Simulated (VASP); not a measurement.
Runs of VASP 6.6.1 on TiZn3. The structure is that of space group Pm-3m (No. 221), or close to it. The cells are those of the table. 

| task | cell | gap on the mesh (eV) | pressure (GPa) |
| --- | --- | --- | --- |
| single point | a = 3.958 Å, 4 atoms | none | -10.9 |
| electric field gradients | a = 3.958 Å, 4 atoms | none | -10.9 |
| electric field gradients | a = 3.919 Å, 4 atoms | none | (a) |
| electric field gradients | a = 3.879 Å, 4 atoms | none | -5.8 |

Alike in all rows: level LDA; potentials or basis VASP PAW LDA potentials, release 64 (Ti_sv, Zn); no spin polarisation; k mesh 9 × 9 × 9; cutoff (eV) 520; smearing fermi-dirac 0.05 eV.

Problem. Estimate the missing entries.

Solution. (a) -8.6.

Caveats: the cell stands under tension.

A gap of «none» marks levels without a gap at the run's occupations.
